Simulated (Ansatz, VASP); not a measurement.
# Two plane-wave programs on AlN

INCAR

```
PREC = Accurate
ENCUT = 520
EDIFF = 1E-6
ISMEAR = 0
SIGMA = 0.02
LREAL = F
LASPH = T
NELM = 100
ALGO = Normal
ISIF = 2
LWAVE = F
LCHARG = F
GGA = PE
NBANDS = 16
```

KPOINTS

```
regular mesh
0
Gamma
  9 9 6
```

POSCAR

```
AlN
1.0
    3.1302455680      0.0000000000      0.0000000000
   -1.5651227840      2.7108721819      0.0000000000
    0.0000000000      0.0000000000      5.0179604227
Al N
2 2
Direct
    0.3333333333      0.6666666667     -0.0007713538
    0.6666666667      0.3333333333      0.4992286462
    0.3333333333      0.6666666667      0.3807713538
    0.6666666667      0.3333333333      0.8807713538
```

Input for Ansatz:

```yaml
crystal:
  lattice:
    - [3.130245568, 0.0, 0.0]
    - [-1.565122784, 2.7108721819, 0.0]
    - [0.0, 0.0, 5.0179604227]
  atoms:
    - { symbol: Al, position: [0.3333333333, 0.6666666667, -0.0007713538] }
    - { symbol: Al, position: [0.6666666667, 0.3333333333, 0.4992286462] }
    - { symbol: "N", position: [0.3333333333, 0.6666666667, 0.3807713538] }
    - { symbol: "N", position: [0.6666666667, 0.3333333333, 0.8807713538] }
basis:
  ecutwfc: 420
kpoints:
  mp_grid: { grid: [9, 9, 6] }
hamiltonian:
  xc: pbe
scf:
  occupations: { method: gaussian, width: 0.02 }
  n_extra_bands: 16
output:
  forces: false
  stress: false
  eigenvalues: true
  optics: { e_range: [0, 14], sigma: 0.1, nscf_kmesh: { grid: [14, 14, 9] } }
checkpoint:
  read: start.run
  write: ck
  compress: false
  write_wavefunctions: false
  write_every: 100000
```

Alike in both runs: task single point; functional PBE; k mesh 9 × 9 × 6; occupations gaussian, width 0.02 eV; no spin polarisation.

|  | VASP | Ansatz |
| --- | --- | --- |
| version | VASP 6.6.1 | Ansatz 0.2.0 |
| potentials or method | VASP PAW PBE potentials, release 64 (Al, N), cutoff 520 eV | scalar-relativistic, plane waves, PAW |
| valence electrons in the cell | 16 | 16 |

VASP gave:

* gap on the k mesh at the Fermi level (eV): 4.04
* least direct gap on the mesh (eV): 4.04

Question: Estimate Ansatz's values.

Answer: gap on the k mesh at the Fermi level (eV): 4.03; least direct gap on the mesh (eV): 4.03.
